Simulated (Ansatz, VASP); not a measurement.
## Two plane-wave programs on WS2

```xyz
12
Lattice="-6.2408 0.0000 0.0000 -3.1204 5.4047 0.0000 -3.1204 1.8016 -5.8414" Properties=species:S:1:pos:R:3 pbc="T T T"
W    -6.2408    5.4047   -0.0112
W    -4.6806    2.7023   -0.0112
W    -9.3612    5.4047   -0.0112
W    -7.8010    2.7023   -0.0112
S    -6.2408    5.4047   -4.2849
S    -4.6806    2.7023   -4.2849
S    -9.3612    5.4047   -4.2849
S    -7.8010    2.7023   -4.2849
S    -3.0225    3.6597   -1.6795
S    -1.5602    0.9008   -1.5809
S    -6.2408    3.6031   -1.5809
S    -4.6806    0.9008   -1.5809
```

Alike in both runs: task single point; functional PBEsol; dispersion D3(BJ); k mesh 6 × 6 × 6; occupations gaussian, width 0.05 eV; no spin polarisation.

|  | VASP | Ansatz |
| --- | --- | --- |
| version | VASP 6.6.1 | Ansatz 0.2.0 |
| potentials or method | VASP PAW PBE potentials, release 64 (W_sv, S), cutoff 520 eV | scalar-relativistic, plane waves, PAW |
| valence electrons in the cell | 104 | 104 |

|  | VASP | Ansatz | Ansatz less VASP |
| --- | --- | --- | --- |
| gap on the k mesh at the Fermi level (eV) | 0.68 | 0.65 | -0.023 |
| least direct gap on the mesh (eV) | 1.52 | 1.52 | -0.004 |
| pressure (GPa) | -1.0 | -1.2 | -0.15 |
| traceless stress, the component that is largest in VASP (GPa) | 0.96 | 0.95 | -0.004 |
| rms of the force components (eV/Å) | 0.364 | 0.365 | +0.0010 |

VASP's potentials were made for PBE, not for PBEsol. Atom by atom the forces differ by 0.008 eV/Å (rms over components).

Neither program's run includes spin-orbit coupling.
